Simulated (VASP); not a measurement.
# RbBr (Amm2) in VASP: further runs, part 2 of 2

VASP 6.6.1.

### Step 3. Single point, PBEsol (mode 5 frozen in at -0.086 Å and mode 6 at -0.086 Å (largest displacements))

INCAR reads:

```
ALGO = Normal
EDIFF = 1E-6
ENCUT = 520
GGA = PS
ISIF = 2
ISMEAR = 0
LASPH = True
LCHARG = False
LREAL = False
LWAVE = False
NBANDS = 15
NELM = 60
PREC = Accurate
SIGMA = 0.05
```

KPOINTS reads:

```
k-points
0
Gamma
  6 6 6
```

POSCAR reads:

```
RbBr
1.0
    4.0701688540      0.0000000000      0.0000000000
    0.0000000000      4.0701688540      0.0000000000
    0.0000000000      0.0000000000      4.0701688540
Rb Br
1 1
Direct
    0.0000000000     -0.0198457406     -0.0198457406
    0.5000000000      0.5212276205      0.5212276205
```

Potentials or basis: VASP PAW PBE potentials, release 64 (Rb_sv, Br).

Launch:

```bash
$ cat potpaw_PBE.64/Rb_sv/POTCAR potpaw_PBE.64/Br/POTCAR > POTCAR
$ mpirun -np 1 vasp_std > vasp.out
```

OUTCAR:

```text
EDIFF = 1E-6
   ENCUT = 520
   GGA = PS
   ISIF = 2
   ISMEAR = 0
   LASPH = True
   LREAL = False
   NELM = 60
   PREC = Accurate

 ion  position               nearest neighbor table
   1  0.000  0.980  0.980-   2 3.33   2 3.33   2 3.53   2 3.53   2 3.53   2 3.53   2 3.72   2 3.72

   2  0.500  0.521  0.521-   1 3.33   1 3.33   1 3.53   1 3.53   1 3.53   1 3.53   1 3.72   1 3.72

  LATTYP: Found a simple cubic cell.
 ALAT       =     4.0701688540

  Lattice vectors:

 A1 = (   4.0701688540,   0.0000000000,   0.0000000000)
[... 610 lines left out ...]
     11       7.3709      0.00000
     12       7.3925      0.00000
     13      10.3755      0.00000
     14      10.4095      0.00000
     15      11.3501      0.00000

 [... further k-points ...]
[... 5 lines left out ...]
  --------------------------------------------------------------------------------------
  -------------------------------------------------------------------------------------
  Total        0.1984399      0.1624726      0.1624726     -0.0000000      0.1409747     -0.0000000
  in kB        4.7152235      3.8605883      3.8605883     -0.0000000      3.3497663     -0.0000000
  external PRESSURE =       4.1454667 kB  Pullay stress =       0.0000000 kB

 VOLUME and BASIS-vectors are now :
 -----------------------------------------------------------------------------
  energy-cutoff  :      520.00
  volume of cell :       67.43
      direct lattice vectors                 reciprocal lattice vectors
     4.070168854  0.000000000  0.000000000     0.245690053  0.000000000  0.000000000
     0.000000000  4.070168854  0.000000000     0.000000000  0.245690053  0.000000000
     0.000000000  0.000000000  4.070168854     0.000000000  0.000000000  0.245690053

 POSITION                                       TOTAL-FORCE (eV/Angst)
 -----------------------------------------------------------------------------------
      0.00000      3.98939      3.98939         0.000000      0.162447      0.162447
      2.03508      2.12148      2.12148         0.000000     -0.162447     -0.162447
 -----------------------------------------------------------------------------------
    total drift:                                0.000000      0.000045      0.000046

  FREE ENERGIE OF THE ION-ELECTRON SYSTEM (eV)
  ---------------------------------------------------
  free  energy   TOTEN  =        -6.2751632633 eV

  energy  without entropy=       -6.2751632633  energy(sigma->0) =       -6.27516326
```

stdout:

```text
POSCAR found type information on POSCAR RbBr
 POSCAR found :  2 types and       2 ions
 scaLAPACK will be used
 -----------------------------------------------------------------------------
|                                                                             |
|                                                                             |
|     You enforced a specific xc type in the INCAR file but a different       |
|     I HOPE YOU KNOW WHAT YOU ARE DOING!                                     |
|                                                                             |
 -----------------------------------------------------------------------------

 LDA part: xc-table for (Slater+PW92), standard interpolation
 POSCAR, INCAR and KPOINTS ok, starting setup
 FFT: planning ... GRIDC
 FFT: planning ... GRID_SOFT
 FFT: planning ... GRID
 WAVECAR not read
 entering main loop
```

It took 38 s on 1 thread of Intel Xeon 6975P-C (Granite Rapids), shared host; peak memory 0.19 GiB.

What came out:

| Property | Result |
| --- | --- |
| Free energy | -6.2752 eV |
| Pressure | 0.4 GPa |
| Largest force | 0.230 eV/Å |
| Band gap on the k mesh | 4.07 eV, indirect (least direct gap 4.21 eV) |

Forces on the atoms (eV/Å):
```
Rb   0.000  0.162  0.162
Br   0.000 -0.162 -0.162
```

Levels at points of the mesh, in eV from the valence-band top:
```
           k point  band 4  band 5  band 6  band 7  band 8  band 9  band 10  band 11  band 12  band 13
(0.00, 0.00, 0.00)   -8.92   -8.92   -0.17   -0.15   -0.14    4.07     5.45     5.53    10.01    10.08
(0.50, 0.00, 0.00)   -8.87   -8.86   -1.85   -0.24   -0.23    6.77     7.10     7.72     8.32    10.12
(0.00, 0.50, 0.00)   -8.87   -8.86   -1.85   -0.25   -0.22    6.74     7.13     7.78     8.51     9.92
(0.50, 0.50, 0.00)   -9.27   -8.83   -1.10   -1.09    0.00    5.24     6.19     7.96     7.99    10.97
(0.00, 0.50, 0.50)   -9.26   -8.82   -1.11   -1.10   -0.01    5.23     6.15     7.94     8.01    10.81
(0.50, 0.50, 0.50)   -9.19   -9.18   -1.45   -1.43   -1.42    8.05     8.08     8.26     9.52     9.81
```

Caveat: the cell differs from its parent crystal (mode 5 frozen in at -0.086 Å and mode 6 at -0.086 Å (largest displacements)); the PAW data sets were made with another functional, which shifts forces and pressure a little.

### Step 4. Single point, PBEsol (mode 5 frozen in at -0.259 Å and mode 6 at -0.259 Å (largest displacements))

INCAR reads:

```
  PREC = Accurate
  ENCUT = 520
  EDIFF = 1E-6
  ISMEAR = 0
  SIGMA = 0.05
  LREAL = F
  LASPH = T
  NELM = 60
  ALGO = Normal
  ISIF = 2
  LWAVE = F
  LCHARG = F
  GGA = PS
  NBANDS = 15
```

KPOINTS reads:

```
regular mesh
0
Gamma
  6 6 6
```

POSCAR reads:

```
RbBr
1.0
    4.0701688540      0.0000000000      0.0000000000
    0.0000000000      4.0701688540      0.0000000000
    0.0000000000      0.0000000000      4.0701688540
Rb Br
1 1
Direct
    0.0000000000     -0.0595372219     -0.0595372219
    0.5000000000      0.5636828616      0.5636828616
```

Launch:

```bash
$ cat potpaw_PBE.64/Rb_sv/POTCAR potpaw_PBE.64/Br/POTCAR > POTCAR
$ mpirun -np 1 vasp_std > vasp.out
```

Run time: 37 s. Hardware: 1 thread of Intel Xeon 6975P-C (Granite Rapids), shared host; peak memory 0.19 GiB.

Results (log left out):

```yaml
Free_energy: -5.9709 eV
Pressure: 3.5 GPa
Largest_force: 1.238 eV/Å
Band_gap_on_the_k_mesh: 4.19 eV, indirect (least direct gap 4.29 eV)
```

Forces on the atoms (eV/Å):
```
Rb   0.000  0.875  0.875
Br   0.000 -0.875 -0.875
```

Stress tensor (GPa, compression positive):
```
4.80 0.00 0.00
0.00 2.83 2.98
0.00 2.98 2.83
```

Levels at points of the mesh, in eV from the valence-band top:
```csv
k point,band 5,band 6,band 7,band 8,band 9,band 10,band 11,band 12
"(0.00, 0.00, 0.00)",-8.66,-0.29,-0.12,-0.10,4.19,5.78,6.36,10.01
"(0.50, 0.00, 0.00)",-8.63,-1.64,-0.15,-0.10,6.59,6.88,7.36,7.50
"(0.00, 0.50, 0.00)",-8.64,-1.70,-0.25,-0.08,6.48,7.11,7.98,8.57
"(0.50, 0.50, 0.00)",-8.63,-0.96,-0.96,0.00,5.54,6.64,8.20,8.32
"(0.00, 0.50, 0.50)",-8.62,-1.09,-1.00,-0.14,5.43,6.43,8.07,8.69
"(0.50, 0.50, 0.50)",-8.96,-1.38,-1.15,-1.09,7.51,7.58,8.41,9.73
```

Caveat: the cell differs from its parent crystal (mode 5 frozen in at -0.259 Å and mode 6 at -0.259 Å (largest displacements)); the PAW data sets were made with another functional, which shifts forces and pressure a little. A k mesh can miss the band edges.
